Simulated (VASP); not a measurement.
# Sc2GaN3 (R-3m) in VASP: single point with PBE

Aim: the single point of Sc2GaN3 with PBE.

All numbers are computed with VASP 6.6.1; they aren't measurements. Logs are shortened: lines on timing, memory, paths and dates and some standing lists are left out, and cuts for length are marked.

## (1) The cell of the first run

The structure is trigonal, space group R-3m (No. 166). Conventional cell: a = 5.025 Å, b = 5.025 Å, c = 12.133 Å, α = 90.00°, β = 90.00°, γ = 120.00°. Within 3.9 Å of Sc (site symmetry 3m) lie 9 N at 2.93 Å and 3 Ga at 2.95 Å and 4 Sc at 3.00 to 3.08 Å. Ga (site symmetry -3m) has 6 N at 2.49 Å and 6 Sc at 2.95 Å within 3.3 Å. Within 3.3 Å of N (site symmetry 2/m) lie 2 Ga at 2.49 Å and 4 N at 2.51 Å and 6 Sc at 2.93 Å.

The cell was built from a structure type or drawn by symmetry, and may not be a known phase.

## (2) Single point, PBE, collinear spin, ferromagnetic start

Contents of INCAR:

```
PREC     = Accurate       # precision mode
ENCUT    = 520            # plane-wave cutoff, eV
EDIFF    = 1E-6           # SCF threshold, eV
ISMEAR   = 0              # smearing method
SIGMA    = 0.1            # smearing width, eV
LREAL    = False          # projectors in reciprocal space
LASPH    = True           # aspherical terms in the spheres
NELM     = 150            # most SCF steps
ALGO     = Normal         # electronic algorithm
ISIF     = 2              # what is computed and relaxed
LWAVE    = False          # write WAVECAR
LCHARG   = False          # write CHGCAR
ISPIN    = 2              # spin polarisation
MAGMOM   = 0 0 0 1 1 1    # initial moments
LORBIT   = 11             # projections on sites
LMAXMIX  = 4              # l up to which the mixer works
GGA      = PE             # functional
NBANDS   = 38             # bands
```

Contents of KPOINTS:

```
Automatic mesh
0
Gamma
  6 6 6
```

Contents of POSCAR:

```
Sc2GaN3
1.0
    2.5126913600      1.4507030300      4.0443318100
   -2.5126913600      1.4507030300      4.0443318100
    0.0000000000     -2.9014060600      4.0443318100
Sc Ga N
2 1 3
Direct
    0.1235570000      0.1235570000      0.1235570000
    0.8764430000      0.8764430000      0.8764430000
    0.5000000000      0.5000000000      0.5000000000
    0.0000000000      0.5000000000      0.5000000000
    0.5000000000      0.5000000000      0.0000000000
    0.5000000000      0.0000000000      0.5000000000
```

Potentials or basis: VASP PAW PBE potentials, release 64 (Sc_sv, Ga_d, N).

Launch:

```console
$ cat potpaw_PBE.64/Sc_sv/POTCAR potpaw_PBE.64/Ga_d/POTCAR potpaw_PBE.64/N/POTCAR > POTCAR
$ mpirun -np 1 vasp_std > vasp.out
```

OUTCAR:

```text
PREC = Accurate
   ENCUT = 520
   EDIFF = 1E-6
   ISMEAR = 0
   LREAL = False
   LASPH = True
   NELM = 150
   ISIF = 2
   ISPIN = 2
   LORBIT = 11
   GGA = PE

 ion  position               nearest neighbor table
   1  0.124  0.124  0.124-   3 2.95   3 2.95   3 2.95   2 3.00   2 3.08   2 3.08   2 3.08
   2  0.876  0.876  0.876-   3 2.95   3 2.95   3 2.95   1 3.00   1 3.08   1 3.08   1 3.08
   3  0.500  0.500  0.500-   1 2.95   2 2.95   1 2.95   1 2.95   2 2.95   2 2.95
   4  0.000  0.500  0.500-
   5  0.500  0.500  0.000-
   6  0.500  0.000  0.500-

  LATTYP: Found a trigonal (rhomboedric) cell.
 ALAT       =     4.9774267389
 COS(alpha) =     0.4903188928

  Lattice vectors:

 A1 = (   2.5126913600,   1.4507030300,   4.0443318100)
 A2 = (  -2.5126913600,   1.4507030300,   4.0443318100)
 A3 = (   0.0000000000,  -2.9014060600,   4.0443318100)

Analysis of symmetry for initial positions (statically):
=====================================================================
 Subroutine PRICEL returns:
 Original cell was already a primitive cell.

 Routine SETGRP: Setting up the symmetry group for a
 trigonal (rhombohedral) supercell.

 Subroutine GETGRP returns: Found 12 space group operations
 (whereof 12 operations were pure point group operations)
 out of a pool of 12 trial point group operations.

The static configuration has the point symmetry D_3d.

Analysis of symmetry for dynamics (positions and initial velocities):
=====================================================================
 Subroutine PRICEL returns:
 Original cell was already a primitive cell.

 Routine SETGRP: Setting up the symmetry group for a
 trigonal (rhombohedral) supercell.

 Subroutine GETGRP returns: Found 12 space group operations
 (whereof 12 operations were pure point group operations)
 out of a pool of 12 trial point group operations.

The dynamic configuration has the point symmetry D_3d.

Analysis of structural, dynamic, and magnetic symmetry:
=====================================================================
 Subroutine PRICEL returns:
 Original cell was already a primitive cell.

 Routine SETGRP: Setting up the symmetry group for a
 trigonal (rhombohedral) supercell.

 Subroutine GETGRP returns: Found 12 space group operations
 (whereof 12 operations were pure point group operations)
 out of a pool of 12 trial point group operations.

The overall configuration has the point symmetry D_3d.

 Subroutine INISYM returns: Found 12 space group operations
 (whereof 12 operations are pure point group operations),
 and found     1 'primitive' translations

[... 140 lines left out ...]

 number of electron      50.0000010 magnetization      -0.0053489

 number of electron      50.0000010 magnetization       0.0007917

 Free energy of the ion-electron system (eV)
  ---------------------------------------------------
  ext. energy  EPLUGINS =         0.00000000
  ---------------------------------------------------
  free energy    TOTEN  =       -34.20315716 eV

  energy without entropy =      -34.18570795  energy(sigma->0) =      -34.19443256

 E-fermi :   4.6812     XC(G=0): -10.8353

 val. band max:        4.6768288857   @ k =  -0.1667   0.1667   0.0000
 cond. band min:       4.7200368361   @ k =   0.5000   0.5000   0.5000
 fundamental gap:      0.0432079504
 Fermi energy:         4.6811839303

 spin component 1

 k-point     1 :       0.0000    0.0000    0.0000
  band No.  band energies     occupation
      1     -45.7318      1.00000
      2     -45.6486      1.00000
      3     -24.4168      1.00000
      4     -24.3974      1.00000
      5     -24.3974      1.00000
      6     -24.2289      1.00000
[... 949 lines left out ...]
     36       7.6708      0.00000
     37       8.1569      0.00000

 [... further k-points ...]

 spin component 2

 k-point     1 :       0.0000    0.0000    0.0000
  band No.  band energies     occupation
      1     -45.7314      1.00000
      2     -45.6482      1.00000
      3     -24.4163      1.00000
      4     -24.3970      1.00000
      5     -24.3970      1.00000
      6     -24.2286      1.00000
[... 949 lines left out ...]
     36       7.6710      0.00000
     37       8.1571      0.00000

 [... further k-points ...]

 [bands above 37 left out]

------------------------ aborting loop because EDIFF is reached ----------------------------------------

  FORCE on cell =-STRESS in cart. coord.  units (eV):
  Direction    XX          YY          ZZ          XY          YZ          ZX
  --------------------------------------------------------------------------------------
  -------------------------------------------------------------------------------------
  Total       -6.4794774     -6.4794774    -15.2765333      0.0000000      0.0000000     -0.0000000
  in kB     -117.3639910   -117.3639905   -276.7067154      0.0000000      0.0000000     -0.0000000
  external PRESSURE =    -170.4782323 kB  Pullay stress =       0.0000000 kB

 VOLUME and BASIS-vectors are now :
 -----------------------------------------------------------------------------
  energy-cutoff  :      520.00
  volume of cell :       88.45
      direct lattice vectors                 reciprocal lattice vectors
     2.512691360  1.450703030  4.044331810     0.198989819  0.114886826  0.082419878
    -2.512691360  1.450703030  4.044331810    -0.198989819  0.114886826  0.082419878
     0.000000000 -2.901406060  4.044331810     0.000000000 -0.229773652  0.082419878

 POSITION                                       TOTAL-FORCE (eV/Angst)
 -----------------------------------------------------------------------------------
      0.00000      0.00000      1.49912         0.000000      0.000000     -0.087913
      0.00000      0.00000     10.63388         0.000000     -0.000000      0.087913
      0.00000      0.00000      6.06650        -0.000000     -0.000000      0.000000
     -1.25635     -0.72535      4.04433         0.000000     -0.000000     -0.000000
      0.00000      1.45070      4.04433         0.000000     -0.000000     -0.000000
      1.25635     -0.72535      4.04433         0.000000     -0.000000      0.000000
 -----------------------------------------------------------------------------------
    total drift:                               -0.000000     -0.000000      0.000000

  FREE ENERGIE OF THE ION-ELECTRON SYSTEM (eV)
  ---------------------------------------------------
  free  energy   TOTEN  =       -34.2031571591 eV

  energy  without entropy=      -34.1857079513  energy(sigma->0) =      -34.19443256

 total charge

# of ion       s       p       d       tot
------------------------------------------
    1        2.163   6.073   1.022   9.258
    2        2.163   6.073   1.022   9.258
    3        0.943   0.612   9.990  11.545
    4        1.362   2.004   0.000   3.367
    5        1.362   2.004   0.000   3.367
    6        1.362   2.004   0.000   3.367
--------------------------------------------------
tot          9.356  18.771  12.033  40.161

 magnetization (x)

# of ion       s       p       d       tot
------------------------------------------
    1        0.000   0.000   0.000   0.000
    2        0.000   0.000   0.000   0.000
    3       -0.000   0.000   0.000  -0.000
    4       -0.000  -0.000   0.000  -0.000
    5       -0.000  -0.000   0.000  -0.000
    6       -0.000  -0.000   0.000  -0.000
--------------------------------------------------
tot          0.000  -0.000   0.001   0.000
```

stdout:

```text
POSCAR found type information on POSCAR ScGaN
 POSCAR found :  3 types and       6 ions
 scaLAPACK will be used
 LDA part: xc-table for (Slater+PW92), standard interpolation
 POSCAR, INCAR and KPOINTS ok, starting setup
 FFT: planning ... GRIDC
 FFT: planning ... GRID_SOFT
 FFT: planning ... GRID
 WAVECAR not read
 entering main loop
```

Run time: 16 min. Hardware: 1 thread of Intel Xeon Platinum 8375C at 2.90GHz (Ice Lake), shared host; peak memory 0.39 GiB.

Results:

| Quantity | Value |
| --- | --- |
| Free energy | -34.2032 eV |
| Pressure | -17.0 GPa |
| Largest force | 0.088 eV/Å |
| Band gap on the k mesh | zero (filled and empty bands overlap) |
| Net moment | 0.00 μB per cell |
| Valence electrons inside the program's atomic spheres | Sc 9.26; Ga 11.54; N 3.37 |

Forces in eV/Å, atoms in the order of the input:
```
Sc   0.000  0.000 -0.088
Sc   0.000  0.000  0.088
Ga   0.000  0.000  0.000
N    0.000  0.000  0.000
N    0.000  0.000  0.000
N    0.000  0.000  0.000
```

Levels at points of the mesh, in eV from the Fermi level:
Spin up:
| k point | band 21 | band 22 | band 23 | band 24 | band 25 | band 26 | band 27 | band 28 | band 29 | band 30 |
| --- | --- | --- | --- | --- | --- | --- | --- | --- | --- | --- |
| (0.00, 0.00, 0.00) | -4.06 | -3.43 | -3.43 | 0.45 | 0.45 | 0.45 | 0.68 | 1.43 | 1.43 | 1.86 |
| (0.50, 0.00, 0.00) | -2.55 | -2.28 | -1.87 | -1.51 | -0.65 | -0.37 | 0.07 | 1.05 | 1.45 | 1.47 |
| (0.50, 0.50, 0.00) | -2.11 | -1.93 | -1.43 | -1.41 | -0.29 | -0.01 | 0.27 | 0.30 | 0.59 | 1.27 |
| (0.50, 0.50, 0.50) | -2.06 | -2.06 | -0.60 | -0.60 | 0.04 | 0.73 | 0.97 | 1.00 | 1.00 | 1.50 |
Spin down:
| k point | band 22 | band 23 | band 24 | band 25 | band 26 | band 27 | band 28 | band 29 |
| --- | --- | --- | --- | --- | --- | --- | --- | --- |
| (0.00, 0.00, 0.00) | -3.43 | -3.43 | 0.45 | 0.45 | 0.45 | 0.68 | 1.43 | 1.43 |
| (0.50, 0.00, 0.00) | -2.28 | -1.87 | -1.51 | -0.65 | -0.37 | 0.07 | 1.05 | 1.45 |
| (0.50, 0.50, 0.00) | -1.93 | -1.43 | -1.41 | -0.29 | -0.01 | 0.27 | 0.30 | 0.59 |
| (0.50, 0.50, 0.50) | -2.06 | -0.60 | -0.60 | 0.04 | 0.73 | 0.97 | 1.00 | 1.00 |

Caveat: the cell stands under tension.
